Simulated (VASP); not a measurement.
# WO (Pm-3m) in VASP: further runs

The runs below take WO through single point, with r2SCAN+U.

Program: VASP 6.6.1. These are calculated values, not measurements. Logs are shortened: lines on timing, memory, paths and dates and some standing lists are left out, and cuts for length are marked.

**1. The cell of the first run**

Symmetry: Pm-3m, No. 221, cubic system. The conventional cell has a = 2.915 Å, b = 2.915 Å, c = 2.915 Å, α = 90.00°, β = 90.00°, γ = 90.00°. W (site symmetry m-3m) has 8 O at 2.52 Å and 6 W at 2.91 Å within 3.3 Å. Within 3.3 Å of O (site symmetry m-3m) lie 8 W at 2.52 Å and 6 O at 2.91 Å.

**2. Single point, r2SCAN+U**

File POSCAR:

```
WO
1.0
    2.9145613536      0.0000000000      0.0000000000
    0.0000000000      2.9145613536      0.0000000000
    0.0000000000      0.0000000000      2.9145613536
W O
1 1
Direct
    0.0000000000      0.0000000000      0.0000000000
    0.5000000000      0.5000000000      0.5000000000
```

File INCAR.step1:

```
ALGO = Normal ; EDIFF = 1E-4
ENCUT = 520 ; GGA = PE
ISMEAR = 0 ; LASPH = True
LCHARG = False ; LDAU = True
LDAUJ = 0 0 ; LDAUL = 2 -1
LDAUTYPE = 2 ; LDAUU = 6.2 0
LMAXMIX = 4 ; LREAL = False
LWAVE = True ; NBANDS = 17
NELM = 150 ; PREC = Accurate
SIGMA = 0.1
```

File INCAR.step2:

```
ALGO = Normal ; EDIFF = 1E-6
ENCUT = 520 ; ISIF = 2
ISMEAR = 0 ; ISTART = 1
LASPH = True ; LCHARG = True
LDAU = True ; LDAUJ = 0 0
LDAUL = 2 -1 ; LDAUPRINT = 1
LDAUTYPE = 2 ; LDAUU = 6.2 0
LELF = True ; LMAXMIX = 4
LMIXTAU = True ; LREAL = False
LVHAR = True ; LWAVE = False
METAGGA = R2SCAN ; NBANDS = 17
NELM = 150 ; PREC = Accurate
SIGMA = 0.1
```

File KPOINTS:

```
k-points
0
Gamma
  14 14 14
```

Potentials or basis: VASP PAW PBE potentials, release 64 (W_sv, O).

The run is started by

```
$ cat potpaw_PBE.64/W_sv/POTCAR potpaw_PBE.64/O/POTCAR > POTCAR
$ cp INCAR.step1 INCAR
$ mpirun -np 1 vasp_std > vasp.out
$ cp INCAR.step2 INCAR
$ mpirun -np 1 vasp_std > vasp.out
```

OUTCAR:

```text
EDIFF = 1E-6
   ENCUT = 520
   ISIF = 2
   ISMEAR = 0
   ISTART = 1
   LASPH = True
   LREAL = False
   METAGGA = R2SCAN
   NELM = 150
   PREC = Accurate

 ion  position               nearest neighbor table
   1  0.000  0.000  0.000-   2 2.52   2 2.52   2 2.52   2 2.52   2 2.52   2 2.52   2 2.52   2 2.52

   2  0.500  0.500  0.500-   1 2.52   1 2.52   1 2.52   1 2.52   1 2.52   1 2.52   1 2.52   1 2.52

  LATTYP: Found a simple cubic cell.
 ALAT       =     2.9145613536

  Lattice vectors:

 A1 = (   2.9145613536,   0.0000000000,   0.0000000000)
 A2 = (   0.0000000000,   2.9145613536,   0.0000000000)
 A3 = (   0.0000000000,   0.0000000000,   2.9145613536)

Analysis of symmetry for initial positions (statically):
=====================================================================
 Subroutine PRICEL returns:
 Original cell was already a primitive cell.

 Routine SETGRP: Setting up the symmetry group for a
 simple cubic supercell.

 Subroutine GETGRP returns: Found 48 space group operations
 (whereof 48 operations were pure point group operations)
 out of a pool of 48 trial point group operations.

The static configuration has the point symmetry O_h .

Analysis of symmetry for dynamics (positions and initial velocities):
=====================================================================
 Subroutine PRICEL returns:
 Original cell was already a primitive cell.

 Routine SETGRP: Setting up the symmetry group for a
 simple cubic supercell.

 Subroutine GETGRP returns: Found 48 space group operations
 (whereof 48 operations were pure point group operations)
 out of a pool of 48 trial point group operations.

The dynamic configuration has the point symmetry O_h .

 Subroutine INISYM returns: Found 48 space group operations
 (whereof 48 operations are pure point group operations),
 and found     1 'primitive' translations

----------------------------------------------------------------------------------------

[... 132 lines left out ...]
 NGX is ok and might be reduce to    24
   NGX = 11   NGY = 11   NGZ = 11

atom =   1  type =  1  l = 2

 onsite density matrix

spin component  1

  0.0871 -0.0000 -0.0000  0.0000 -0.0000
 -0.0000  0.0871 -0.0000 -0.0000 -0.0000
 -0.0000 -0.0000  0.6734 -0.0000 -0.0000
  0.0000 -0.0000 -0.0000  0.0871 -0.0000
 -0.0000 -0.0000 -0.0000 -0.0000  0.6734

spin component  2

  0.0871 -0.0000 -0.0000  0.0000 -0.0000
 -0.0000  0.0871 -0.0000 -0.0000 -0.0000
 -0.0000 -0.0000  0.6734 -0.0000 -0.0000
  0.0000 -0.0000 -0.0000  0.0871 -0.0000
 -0.0000 -0.0000 -0.0000 -0.0000  0.6734

 occupancies and eigenvectors

  o =  0.0871  v =  1.0000  0.0000  0.0000  0.0000  0.0000  0.0000  0.0000  0.0000  0.0000  0.0000      0.0000  0.0000  0.0000  0.0000  0.0000  0.0000  0.0000  0.0000  0.0000  0.0000
  o =  0.0871  v =  0.0000  0.0000  0.0000  0.0000  0.0000  1.0000  0.0000  0.0000  0.0000  0.0000      0.0000  0.0000  0.0000  0.0000  0.0000  0.0000  0.0000  0.0000  0.0000  0.0000
  o =  0.0871  v =  0.0000 -0.6082 -0.0000  0.7938  0.0000  0.0000  0.0000  0.0000  0.0000  0.0000      0.0000  0.0000  0.0000  0.0000  0.0000  0.0000  0.0000  0.0000  0.0000  0.0000
  o =  0.0871  v =  0.0000  0.0000  0.0000  0.0000  0.0000  0.0000 -0.6082 -0.0000  0.7938  0.0000      0.0000  0.0000  0.0000  0.0000  0.0000  0.0000  0.0000  0.0000  0.0000  0.0000
  o =  0.0871  v =  0.0000 -0.7938 -0.0000 -0.6082 -0.0000  0.0000  0.0000  0.0000  0.0000  0.0000      0.0000  0.0000  0.0000  0.0000  0.0000  0.0000  0.0000  0.0000  0.0000  0.0000
  o =  0.0871  v =  0.0000  0.0000  0.0000  0.0000  0.0000  0.0000 -0.7938 -0.0000 -0.6082 -0.0000      0.0000  0.0000  0.0000  0.0000  0.0000  0.0000  0.0000  0.0000  0.0000  0.0000
  o =  0.6734  v =  0.0000  0.0000 -0.9998  0.0000 -0.0193  0.0000  0.0000  0.0000  0.0000  0.0000      0.0000  0.0000  0.0000  0.0000  0.0000  0.0000  0.0000  0.0000  0.0000  0.0000
  o =  0.6734  v =  0.0000  0.0000  0.0000  0.0000  0.0000  0.0000  0.0000 -0.9998  0.0000 -0.0193      0.0000  0.0000  0.0000  0.0000  0.0000  0.0000  0.0000  0.0000  0.0000  0.0000
  o =  0.6734  v =  0.0000  0.0000 -0.0193 -0.0000  0.9998  0.0000  0.0000  0.0000  0.0000  0.0000      0.0000  0.0000  0.0000  0.0000  0.0000  0.0000  0.0000  0.0000  0.0000  0.0000
  o =  0.6734  v =  0.0000  0.0000  0.0000  0.0000  0.0000  0.0000  0.0000 -0.0193 -0.0000  0.9998      0.0000  0.0000  0.0000  0.0000  0.0000  0.0000  0.0000  0.0000  0.0000  0.0000

 number of electron      19.9999994 magnetization

 Free energy of the ion-electron system (eV)
  ---------------------------------------------------
  ext. energy  EPLUGINS =         0.00000000
  ---------------------------------------------------
  free energy    TOTEN  =       -50.65478119 eV

  energy without entropy =      -50.64960423  energy(sigma->0) =      -50.65219271

 E-fermi :  10.4928     XC(G=0): -13.5189

 val. band max:       10.4914745168   @ k =   0.2857   0.2143   0.0000
 cond. band min:      10.5180293909   @ k =   0.5000   0.3571   0.3571
 fundamental gap:      0.0265548741
 Fermi energy:        10.4927677723

 k-point     1 :       0.0000    0.0000    0.0000
  band No.  band energies     occupation
      1     -67.7333      2.00000
      2     -30.9805      2.00000
      3     -30.9804      2.00000
      4     -30.9804      2.00000
      5     -11.9374      2.00000
      6       4.0613      2.00000
[... 457 lines left out ...]
      4     -30.9280      2.00000
      5     -11.0963      2.00000
      6       1.4574      2.00000
[... 9 lines left out ...]
     16      23.4144      0.00000
     17      23.5628      0.00000

 [... further k-points ...]
[... 5 lines left out ...]
  --------------------------------------------------------------------------------------
  -------------------------------------------------------------------------------------
  Total       -1.2094747     -1.2094747     -1.2094747      0.0000000      0.0000000      0.0000000
  in kB      -78.2686382    -78.2686382    -78.2686382      0.0000000      0.0000000      0.0000000
  external PRESSURE =     -78.2686382 kB  Pullay stress =       0.0000000 kB

 VOLUME and BASIS-vectors are now :
 -----------------------------------------------------------------------------
  energy-cutoff  :      520.00
  volume of cell :       24.76
      direct lattice vectors                 reciprocal lattice vectors
     2.914561354  0.000000000  0.000000000     0.343104803  0.000000000  0.000000000
     0.000000000  2.914561354  0.000000000     0.000000000  0.343104803  0.000000000
     0.000000000  0.000000000  2.914561354     0.000000000  0.000000000  0.343104803

 POSITION                                       TOTAL-FORCE (eV/Angst)
 -----------------------------------------------------------------------------------
      0.00000      0.00000      0.00000         0.000000      0.000000      0.000000
      1.45728      1.45728      1.45728         0.000000      0.000000      0.000000
 -----------------------------------------------------------------------------------
    total drift:                                0.000000      0.000000     -0.000000

  FREE ENERGIE OF THE ION-ELECTRON SYSTEM (eV)
  ---------------------------------------------------
  free  energy   TOTEN  =       -50.6547811947 eV

  energy  without entropy=      -50.6496042278  energy(sigma->0) =      -50.65219271
```

OSZICAR.step1:

```text
N       E                     dE             d eps       ncg     rms          rms(c)
DAV:   1     0.150387393949E+03    0.15039E+03   -0.10847E+04  4088   0.130E+03
DAV:   2    -0.743555022616E+01   -0.15782E+03   -0.15259E+03  4948   0.352E+02
DAV:   3    -0.125663740478E+02   -0.51308E+01   -0.50949E+01  4380   0.613E+01
DAV:   4    -0.125950135946E+02   -0.28640E-01   -0.28633E-01  4804   0.507E+00
DAV:   5    -0.125952192144E+02   -0.20562E-03   -0.20561E-03  4424   0.411E-01    0.146E+01
DAV:   6    -0.111047239636E+02    0.14905E+01   -0.11121E+01  4535   0.267E+01    0.719E+00
DAV:   7    -0.106018531430E+02    0.50287E+00   -0.19576E+00  4450   0.946E+00    0.336E+00
DAV:   8    -0.107434020204E+02   -0.14155E+00   -0.72692E-01  4291   0.520E+00    0.100E+00
DAV:   9    -0.107843901962E+02   -0.40988E-01   -0.38864E-02  4257   0.132E+00    0.772E-01
DAV:  10    -0.108915564503E+02   -0.10717E+00   -0.35032E-01  4278   0.199E+00    0.494E-01
DAV:  11    -0.108953964254E+02   -0.38400E-02   -0.34973E-03  4276   0.339E-01    0.467E-01
DAV:  12    -0.109076566010E+02   -0.12260E-01   -0.16458E-02  4199   0.763E-01    0.477E-01
DAV:  13    -0.109200515575E+02   -0.12395E-01   -0.76425E-02  4271   0.104E+00    0.341E-01
DAV:  14    -0.109193729646E+02    0.67859E-03   -0.51916E-03  4192   0.264E-01    0.258E-01
DAV:  15    -0.109194633509E+02   -0.90386E-04   -0.90039E-03  4299   0.417E-01    0.106E-01
DAV:  16    -0.109196799859E+02   -0.21664E-03   -0.23571E-03  3779   0.161E-01    0.324E-02
DAV:  17    -0.109196964274E+02   -0.16441E-04   -0.91486E-05  2074   0.428E-02
   1 F= -.10919696E+02 E0= -.10914782E+02  d E =-.982815E-02
```

It took 2.1 min on 1 thread of Intel Xeon Platinum 8375C at 2.90GHz (Ice Lake), shared host; peak memory 0.18 GiB.

What came out:

- Free energy: -50.6548 eV
- Pressure: -7.8 GPa
- Band gap on the k mesh: zero (band 10 reaches 12.18 eV, above the bottom of band 11 at 7.02 eV)

Eigenvalues of the final occupation matrices:
```
    site  spin  trace               eigenvalues
site 1 d     1   1.61  0.09 0.09 0.09 0.67 0.67
site 1 d     2   1.61  0.09 0.09 0.09 0.67 0.67
```

Caveat: the PAW data sets were made with another functional, which shifts forces and pressure a little; spin-orbit coupling is left out, which moves the levels of the heavy elements; U without spin polarisation on a metal has little footing.

**3. Single point, r2SCAN+U**

POSCAR is that of step 2.

File INCAR.step1:

```
SYSTEM = WO
PREC = Accurate ; ENCUT = 520
ISMEAR = 0 ; SIGMA = 0.1
LREAL = .False. ; LASPH = .True.
NELM = 150 ; LMAXMIX = 4
LDAU = .True. ; LDAUTYPE = 2
LDAUL = 2 -1 ; LDAUU = 6.2 0
LDAUJ = 0 0 ; NBANDS = 17
GGA = PE ; ALGO = Normal
EDIFF = 1E-4 ; LWAVE = .True.
LCHARG = .False.
```

File INCAR.step2:

```
SYSTEM = WO
PREC = Accurate ; ENCUT = 520
EDIFF = 1E-7 ; ISMEAR = 0
SIGMA = 0.1 ; LREAL = .False.
LASPH = .True. ; NELM = 150
ALGO = Normal ; ISIF = 2
LWAVE = .False. ; LCHARG = .False.
LMAXMIX = 4 ; LDAU = .True.
LDAUTYPE = 2 ; LDAUL = 2 -1
LDAUU = 6.2 0 ; LDAUJ = 0 0
LDAUPRINT = 1 ; METAGGA = R2SCAN
LMIXTAU = .True. ; NBANDS = 17
ISTART = 1
```

File KPOINTS:

```
Automatic mesh
0
Gamma
  14 14 14
  0 0 0
```

Potentials or basis: VASP PAW PBE potentials, release 64 (W_sv, O).

The run is started by

```
$ cat potpaw_PBE.64/W_sv/POTCAR potpaw_PBE.64/O/POTCAR > POTCAR
$ cp INCAR.step1 INCAR
$ mpirun -np 1 vasp_std > vasp.out
$ cp INCAR.step2 INCAR
$ mpirun -np 1 vasp_std > vasp.out
```

It took 3.3 min on 1 thread of Intel Xeon Platinum 8375C at 2.90GHz (Ice Lake), shared host; peak memory 0.18 GiB.

The run converged. Its results:

| Property | Result |
| --- | --- |
| Free energy | -50.6548 eV |
| Pressure | -7.8 GPa |
| Band gap on the k mesh | zero (band 10 reaches 12.18 eV, above the bottom of band 11 at 7.02 eV) |

Levels at points of the mesh, in eV from the Fermi level:
```csv
k point,band 8,band 9,band 10,band 11,band 12,band 13
"(0.00, 0.00, 0.00)",-5.17,-5.17,-5.17,-3.47,3.55,3.55
"(0.50, 0.00, 0.00)",-5.67,-5.67,-0.65,3.26,3.26,3.66
"(0.50, 0.50, 0.00)",-5.59,-4.69,-0.64,1.27,1.27,1.54
"(0.50, 0.50, 0.50)",-8.44,1.69,1.69,3.14,3.14,3.14
```

Eigenvalues of the final occupation matrices:
```
    site  spin  trace               eigenvalues
site 1 d     1   1.61  0.09 0.09 0.09 0.67 0.67
site 1 d     2   1.61  0.09 0.09 0.09 0.67 0.67
```

Caveat: the PAW data sets were made with another functional, which shifts forces and pressure a little; spin-orbit coupling is left out, which moves the levels of the heavy elements; U without spin polarisation on a metal has little footing.
